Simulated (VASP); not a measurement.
# Mg (Im-3m) in VASP: a series of runs

Mg is run at these levels: LDA; tasks: single point.

All numbers are computed with VASP 6.6.1; they aren't measurements. Logs are shortened: lines on timing, memory, paths and dates and some standing lists are left out, and cuts for length are marked.

### Step 1. The cell of the first run

Symmetry: Im-3m, No. 229, cubic system. Conventional cell: a = 2.877 Å, b = 2.877 Å, c = 2.877 Å, α = 90.00°, β = 90.00°, γ = 90.00°. Mg (site symmetry m-3m) has 14 Mg at 2.49 to 2.88 Å within 3.3 Å.

### Step 2. Single point, LDA

Input file INCAR:

```
SYSTEM = Mg
ALGO = Normal
EDIFF = 1E-6
ENCUT = 600
GGA = CA
GGA_COMPAT = .FALSE.
ISIF = 2
ISMEAR = -1
LASPH = .TRUE.
LCHARG = .TRUE.
LELF = .TRUE.
LREAL = .FALSE.
LVHAR = .TRUE.
LWAVE = .FALSE.
NBANDS = 7
NELM = 120
PREC = Accurate
SIGMA = 0.15
```

Input file KPOINTS:

```
k-points
0
G
  11 11 11
  0 0 0
```

Input file POSCAR:

```
Mg
1.0
   -1.4386242021      1.4386242021      1.4386242021
    1.4386242021     -1.4386242021      1.4386242021
    1.4386242021      1.4386242021     -1.4386242021
Mg
1
Direct
    0.0000000000      0.0000000000      0.0000000000
```

Potentials or basis: VASP PAW LDA potentials, release 64 (Mg).

The run is started by

```bash
$ cat potpaw_LDA.64/Mg/POTCAR > POTCAR
$ mpirun -np 1 vasp_std > vasp.out
```

OUTCAR:

```text
SYSTEM = Mg
   EDIFF = 1E-6
   ENCUT = 600
   GGA = CA
   ISIF = 2
   ISMEAR = -1
   LASPH = .TRUE.
   LREAL = .FALSE.
   NELM = 120
   PREC = Accurate

 ion  position               nearest neighbor table
   1  0.000  0.000  0.000-

  LATTYP: Found a body centered cubic cell.
 ALAT       =     2.8772484042

  Lattice vectors:

 A1 = (  -1.4386242021,   1.4386242021,   1.4386242021)
 A2 = (   1.4386242021,  -1.4386242021,   1.4386242021)
 A3 = (   1.4386242021,   1.4386242021,  -1.4386242021)

Analysis of symmetry for initial positions (statically):
=====================================================================
 Subroutine PRICEL returns:
 Original cell was already a primitive cell.

 Routine SETGRP: Setting up the symmetry group for a
 body centered cubic supercell.

 Subroutine GETGRP returns: Found 48 space group operations
 (whereof 48 operations were pure point group operations)
 out of a pool of 48 trial point group operations.

The static configuration has the point symmetry O_h .

Analysis of symmetry for dynamics (positions and initial velocities):
=====================================================================
 Subroutine PRICEL returns:
 Original cell was already a primitive cell.

 Routine SETGRP: Setting up the symmetry group for a
 body centered cubic supercell.

 Subroutine GETGRP returns: Found 48 space group operations
 (whereof 48 operations were pure point group operations)
 out of a pool of 48 trial point group operations.

The dynamic configuration has the point symmetry O_h .

 Subroutine INISYM returns: Found 48 space group operations
 (whereof 48 operations are pure point group operations),
 and found     1 'primitive' translations

----------------------------------------------------------------------------------------

                                     Primitive cell

  volume of cell :      11.9097

  direct lattice vectors                    reciprocal lattice vectors
    -1.438624202  1.438624202  1.438624202     0.000000000  0.347554281  0.347554281
     1.438624202 -1.438624202  1.438624202     0.347554281  0.000000000  0.347554281
     1.438624202  1.438624202 -1.438624202     0.347554281  0.347554281  0.000000000

  length of vectors
     2.491770211  2.491770211  2.491770211     0.491515978  0.491515978  0.491515978

  position of ions in fractional coordinates (direct lattice)
     0.000000000  0.000000000  0.000000000

[... 62 lines left out ...]
   ions per type =               1
   NGX,Y,Z   is equivalent  to a cutoff of  13.34, 13.34, 13.34 a.u.
   NGXF,Y,Z  is equivalent  to a cutoff of  26.69, 26.69, 26.69 a.u.
 SYSTEM =  Mg
   PREC   = accura    normal or accurate (medium, high low for compatibility)
   ISTART =      0    job   : 0-new  1-cont  2-samecut
   ICHARG =      2    charge: 1-file 2-atom 10-const
   ISPIN  =      1    spin polarized calculation?
   LNONCOLLINEAR =      F non collinear calculations
   LSORBIT =      F    spin-orbit coupling
   LASPH  =      T    aspherical Exc in radial PAW
   ENCUT  =  600.0 eV  44.10 Ry    6.64 a.u.   4.98  4.98  4.98*2*pi/ulx,y,z
   NELM   =    120;   NELMIN=  2; NELMDL= -5     # of ELM steps
   EDIFF  = 0.1E-05   stopping-criterion for ELM
   LREAL  =      F    real-space projection
[... 7 lines left out ...]
   TEBEG  =    0.0;   TEEND  =   0.0 temperature during run
   PSTRESS=    0.0 pullay stress
   NELECT =       2.0000    total number of electrons
   NUPDOWN=      -1.0000    fix difference up-down
   EMIN   =  10.00;   EMAX   =-10.00  energy-range for DOS
   EFERMI =   0.00;   METHOD = LEGACY
   ISMEAR =    -1;   SIGMA  =   0.15  broadening in eV -4-tet -1-fermi 0-gaus
   EFERMI_NEDOS =   21; number of points for ismear=-14 and -15
   IALGO  =     38    algorithm
   IMIX   =      4    mixing-type and parameters
     AMIX     =   0.40;   BMIX     =  1.00
     AMIX_MAG =   1.60;   BMIX_MAG =  1.00
  volume/ion in A,a.u.               =      11.91        80.37
  Fermi-wavevector in a.u.,A,eV,Ry     =   0.903200  1.706801 11.099239  0.815771
  Thomas-Fermi vector in A             =   2.026497
   LORBIT       =      0    0 simple, 1 ext, 2 COOP (PROOUT), +10 PAW based schemes
   GGA     = CA    functional components
   LHFCALC =     F    Hartree Fock is set to
   AEXX    =    0.0000 exact exchange contribution
   IVDW    =     0    specifies the selected vdW correction
   LEPSILON=     F    determine dielectric tensor
   LRPA    =     F    only Hartree local field effects (RPA)
 non-spin polarized calculation
  energy-cutoff  :      600.00
  volume of cell :       11.91
 maximum number of plane-waves:       410
   NGX =  9   NGY =  9   NGZ =  9

 number of electron       2.0000000 magnetization

 Free energy of the ion-electron system (eV)
  ---------------------------------------------------
  ext. energy  EPLUGINS =         0.00000000
  ---------------------------------------------------
  free energy    TOTEN  =        -0.43129111 eV

  energy without entropy =       -0.41174245  energy(sigma->0) =       -0.42151678

 E-fermi :   7.1224     XC(G=0): -11.0770

 val. band max:        7.0598685134   @ k =   0.4545   0.0000   0.0000
 cond. band min:       7.1986034405   @ k =   0.3636   0.1818   0.0909
 fundamental gap:      0.1387349271
 Fermi energy:         7.1223741955

 k-point     1 :       0.0000    0.0000    0.0000
  band No.  band energies     occupation
      1      -3.1782      2.00000
      2      25.0001      0.00000
      3      25.0001      0.00000
      4      25.0001      0.00000
      5      27.9940      0.00000
      6      27.9940      0.00000
      7      30.0214      0.00000
[... 221 lines left out ...]
 k-point    24 :       0.3636    0.1818    0.0909
  band No.  band energies     occupation
      1       5.7917      1.99972
      2       7.1986      0.75123
      3      12.2251      0.00000
      4      18.1097      0.00000
      5      29.7749      0.00000
      6      32.5237      0.00000
      7      34.0614      0.00000

 [... further k-points ...]
[... 5 lines left out ...]
  --------------------------------------------------------------------------------------
  -------------------------------------------------------------------------------------
  Total        5.5905873      5.5905873      5.5905873      0.0000000      0.0000000     -0.0000000
  in kB      752.0832869    752.0832869    752.0832869      0.0000000      0.0000000     -0.0000000
  external PRESSURE =     752.0832869 kB  Pullay stress =       0.0000000 kB

 VOLUME and BASIS-vectors are now :
 -----------------------------------------------------------------------------
  energy-cutoff  :      600.00
  volume of cell :       11.91
      direct lattice vectors                 reciprocal lattice vectors
    -1.438624202  1.438624202  1.438624202     0.000000000  0.347554281  0.347554281
     1.438624202 -1.438624202  1.438624202     0.347554281  0.000000000  0.347554281
     1.438624202  1.438624202 -1.438624202     0.347554281  0.347554281  0.000000000

 POSITION                                       TOTAL-FORCE (eV/Angst)
 -----------------------------------------------------------------------------------
      0.00000      0.00000      0.00000         0.000000      0.000000     -0.000000
 -----------------------------------------------------------------------------------
    total drift:                                0.000000      0.000000     -0.000000

  FREE ENERGIE OF THE ION-ELECTRON SYSTEM (eV)
  ---------------------------------------------------
  free  energy   TOTEN  =        -0.4312911148 eV

  energy  without entropy=       -0.4117424534  energy(sigma->0) =       -0.42151678
```

Run time: 7.5 s. Hardware: 1 thread of Intel Xeon 8259CL, shared host; peak memory 0.12 GiB.

Results:

- Free energy: -0.4313 eV
- Pressure: 75.2 GPa
- Band gap on the k mesh: zero (band 1 reaches 9.67 eV, above the bottom of band 2 at 6.30 eV)

### Step 3. Single point, LDA

This run uses another cell than the first one, of 12.55 Å³/atom, 1.054 times its volume.

Input file INCAR:

```
SYSTEM = Mg
PREC = Accurate
ENCUT = 600
EDIFF = 1E-6
ISMEAR = -1
SIGMA = 0.15
LREAL = .FALSE.
LASPH = .TRUE.
NELM = 120
ALGO = Normal
ISIF = 2
LWAVE = .FALSE.
LCHARG = .FALSE.
NBANDS = 7
GGA_COMPAT = .FALSE.
```

Input file KPOINTS:

```
Automatic mesh
0
G
  11 11 11
  0 0 0
```

Input file POSCAR:

```
Mg
1.0
   -1.4640918503      1.4640918503      1.4640918503
    1.4640918503     -1.4640918503      1.4640918503
    1.4640918503      1.4640918503     -1.4640918503
Mg
1
Direct
    0.0000000000      0.0000000000      0.0000000000
```

Potentials or basis: VASP PAW LDA potentials, release 64 (Mg).

The run is started by

```bash
$ cat potpaw_LDA.64/Mg/POTCAR > POTCAR
$ mpirun -np 1 vasp_std > vasp.out
```

Run time: 7.4 s. Hardware: 1 thread of Intel Xeon 8259CL, shared host; peak memory 0.12 GiB.

The run converged. Its results:

| Quantity | Value |
| --- | --- |
| Free energy | -0.7055 eV |
| Pressure | 61.7 GPa |
| Band gap on the k mesh | zero (band 1 reaches 9.20 eV, above the bottom of band 2 at 5.84 eV) |

Levels at points of the mesh, in eV from the Fermi level:
```csv
k point,band 1,band 2,band 3,band 4
"(0.00, 0.00, 0.00)",-10.00,17.43,17.43,17.43
```

### Step 4. Single point, LDA

This run uses another cell than the first one, of 12.88 Å³/atom, 1.081 times its volume.

Input file INCAR:

```
PREC = Accurate
ENCUT = 600
EDIFF = 1E-6
ISMEAR = -1
SIGMA = 0.15
LREAL = F
LASPH = T
NELM = 120
ALGO = Normal
ISIF = 2
LWAVE = F
LCHARG = F
NBANDS = 7
GGA_COMPAT = F
```

Input file KPOINTS:

```
Automatic mesh
0
Gamma
  11 11 11
```

Input file POSCAR:

```
Mg
1.0
   -1.4765000000      1.4765000000      1.4765000000
    1.4765000000     -1.4765000000      1.4765000000
    1.4765000000      1.4765000000     -1.4765000000
Mg
1
Direct
    0.0000000000      0.0000000000      0.0000000000
```

Potentials or basis: VASP PAW LDA potentials, release 64 (Mg).

The run is started by

```bash
$ cat potpaw_LDA.64/Mg/POTCAR > POTCAR
$ mpirun -np 1 vasp_std > vasp.out
```

OUTCAR:

```text
PREC = Accurate
   ENCUT = 600
   EDIFF = 1E-6
   ISMEAR = -1
   LREAL = F
   LASPH = T
   NELM = 120
   ISIF = 2

 ion  position               nearest neighbor table
   1  0.000  0.000  0.000-

  LATTYP: Found a body centered cubic cell.
 ALAT       =     2.9530000000

  Lattice vectors:

 A1 = (  -1.4765000000,   1.4765000000,   1.4765000000)
 A2 = (   1.4765000000,  -1.4765000000,   1.4765000000)
 A3 = (   1.4765000000,   1.4765000000,  -1.4765000000)

Analysis of symmetry for initial positions (statically):
=====================================================================
 Subroutine PRICEL returns:
 Original cell was already a primitive cell.

 Routine SETGRP: Setting up the symmetry group for a
 body centered cubic supercell.

 Subroutine GETGRP returns: Found 48 space group operations
 (whereof 48 operations were pure point group operations)
 out of a pool of 48 trial point group operations.

The static configuration has the point symmetry O_h .

Analysis of symmetry for dynamics (positions and initial velocities):
=====================================================================
 Subroutine PRICEL returns:
 Original cell was already a primitive cell.

 Routine SETGRP: Setting up the symmetry group for a
 body centered cubic supercell.

 Subroutine GETGRP returns: Found 48 space group operations
 (whereof 48 operations were pure point group operations)
 out of a pool of 48 trial point group operations.

The dynamic configuration has the point symmetry O_h .

 Subroutine INISYM returns: Found 48 space group operations
 (whereof 48 operations are pure point group operations),
 and found     1 'primitive' translations

----------------------------------------------------------------------------------------

                                     Primitive cell

[... 100 lines left out ...]
   NUPDOWN=      -1.0000    fix difference up-down
   EMIN   =  10.00;   EMAX   =-10.00  energy-range for DOS
   EFERMI =   0.00;   METHOD = LEGACY
   ISMEAR =    -1;   SIGMA  =   0.15  broadening in eV -4-tet -1-fermi 0-gaus
   EFERMI_NEDOS =   21; number of points for ismear=-14 and -15
   IALGO  =     38    algorithm
   IMIX   =      4    mixing-type and parameters
     AMIX     =   0.40;   BMIX     =  1.00
     AMIX_MAG =   1.60;   BMIX_MAG =  1.00
  volume/ion in A,a.u.               =      12.88        86.89
  Fermi-wavevector in a.u.,A,eV,Ry     =   0.880031  1.663018 10.537098  0.774455
  Thomas-Fermi vector in A             =   2.000336
   LORBIT       =      0    0 simple, 1 ext, 2 COOP (PROOUT), +10 PAW based schemes
   GGA     = CA    functional components
   LHFCALC =     F    Hartree Fock is set to
   AEXX    =    0.0000 exact exchange contribution
   IVDW    =     0    specifies the selected vdW correction
   LEPSILON=     F    determine dielectric tensor
   LRPA    =     F    only Hartree local field effects (RPA)
 non-spin polarized calculation
  energy-cutoff  :      600.00
  volume of cell :       12.88
 maximum number of plane-waves:       444
   NGX = 11   NGY = 11   NGZ = 11

 number of electron       2.0000000 magnetization

 Free energy of the ion-electron system (eV)
  ---------------------------------------------------
  ext. energy  EPLUGINS =         0.00000000
  ---------------------------------------------------
  free energy    TOTEN  =        -0.82366950 eV

  energy without entropy =       -0.80378870  energy(sigma->0) =       -0.81372910

 E-fermi :   6.4302     XC(G=0): -10.7610

 val. band max:        6.3622968231   @ k =   0.4545   0.0000   0.0000
 cond. band min:       6.4992773338   @ k =   0.3636   0.1818   0.0909
 fundamental gap:      0.1369805107
 Fermi energy:         6.4302461429

 k-point     1 :       0.0000    0.0000    0.0000
  band No.  band energies     occupation
      1      -3.4312      2.00000
      2      23.6432      0.00000
      3      23.6432      0.00000
      4      23.6432      0.00000
      5      26.5076      0.00000
      6      26.5076      0.00000
      7      28.4386      0.00000
[... 221 lines left out ...]
 k-point    24 :       0.3636    0.1818    0.0909
  band No.  band energies     occupation
      1       5.1677      1.99956
      2       6.4993      0.77387
      3      11.3637      0.00000
      4      16.5855      0.00000
      5      28.0966      0.00000
      6      30.6584      0.00000
      7      32.2250      0.00000

 [... further k-points ...]
[... 5 lines left out ...]
  --------------------------------------------------------------------------------------
  -------------------------------------------------------------------------------------
  Total        4.4966804      4.4966804      4.4966804      0.0000000      0.0000000     -0.0000000
  in kB      559.5543263    559.5543263    559.5543263      0.0000000      0.0000000     -0.0000000
  external PRESSURE =     559.5543263 kB  Pullay stress =       0.0000000 kB

 VOLUME and BASIS-vectors are now :
 -----------------------------------------------------------------------------
  energy-cutoff  :      600.00
  volume of cell :       12.88
      direct lattice vectors                 reciprocal lattice vectors
    -1.476500000  1.476500000  1.476500000     0.000000000  0.338638673  0.338638673
     1.476500000 -1.476500000  1.476500000     0.338638673  0.000000000  0.338638673
     1.476500000  1.476500000 -1.476500000     0.338638673  0.338638673  0.000000000

 POSITION                                       TOTAL-FORCE (eV/Angst)
 -----------------------------------------------------------------------------------
      0.00000      0.00000      0.00000         0.000000      0.000000     -0.000000
 -----------------------------------------------------------------------------------
    total drift:                                0.000000      0.000000      0.000000

  FREE ENERGIE OF THE ION-ELECTRON SYSTEM (eV)
  ---------------------------------------------------
  free  energy   TOTEN  =        -0.8236695011 eV

  energy  without entropy=       -0.8037886985  energy(sigma->0) =       -0.81372910
```

OSZICAR:

```text
N       E                     dE             d eps       ncg     rms          rms(c)
DAV:   1     0.534711814120E+00    0.53471E+00   -0.10580E+03   847   0.244E+02
DAV:   2    -0.865732855696E+00   -0.14004E+01   -0.13747E+01  1092   0.177E+01
DAV:   3    -0.869327775975E+00   -0.35949E-02   -0.35941E-02   966   0.105E+00
DAV:   4    -0.869332859770E+00   -0.50838E-05   -0.50837E-05  1064   0.291E-02
DAV:   5    -0.869332872507E+00   -0.12737E-07   -0.12585E-07  1029   0.941E-04    0.747E-01
DAV:   6    -0.840949464420E+00    0.28383E-01   -0.34543E-04   868   0.117E-01    0.476E-01
DAV:   7    -0.823839055645E+00    0.17110E-01   -0.82050E-04   840   0.182E-01    0.195E-02
DAV:   8    -0.823681559477E+00    0.15750E-03   -0.22370E-05   980   0.293E-02    0.590E-03
DAV:   9    -0.823669989509E+00    0.11570E-04   -0.48119E-06   924   0.132E-02    0.706E-04
DAV:  10    -0.823669501073E+00    0.48844E-06   -0.70815E-08   511   0.167E-03
   1 F= -.82366950E+00 E0= -.81372910E+00  d E =-.198808E-01
```

stdout:

```text
POSCAR found type information on POSCAR Mg
 POSCAR found :  1 types and       1 ions
 scaLAPACK will be used
 LDA part: xc-table for (Slater(with rela. corr.)+CA(PZ))
 , standard interpolation
 POSCAR, INCAR and KPOINTS ok, starting setup
 FFT: planning ... GRIDC
 FFT: planning ... GRID_SOFT
 FFT: planning ... GRID
 WAVECAR not read
 entering main loop
```

Run time: 7.7 s. Hardware: 1 thread of Intel Xeon 8259CL, shared host; peak memory 0.12 GiB.

What came out:

```yaml
Free_energy: -0.8237 eV
Pressure: 56.0 GPa
Band_gap_on_the_k_mesh: zero (band 1 reaches 8.98 eV, above the bottom of band 2 at 5.62 eV)
```

Levels at points of the mesh, in eV from the Fermi level:
```csv
k point,band 1,band 2,band 3,band 4,band 5
"(0.00, 0.00, 0.00)",-9.86,17.21,17.21,17.21,20.08
```

[end of part 1 of 2]
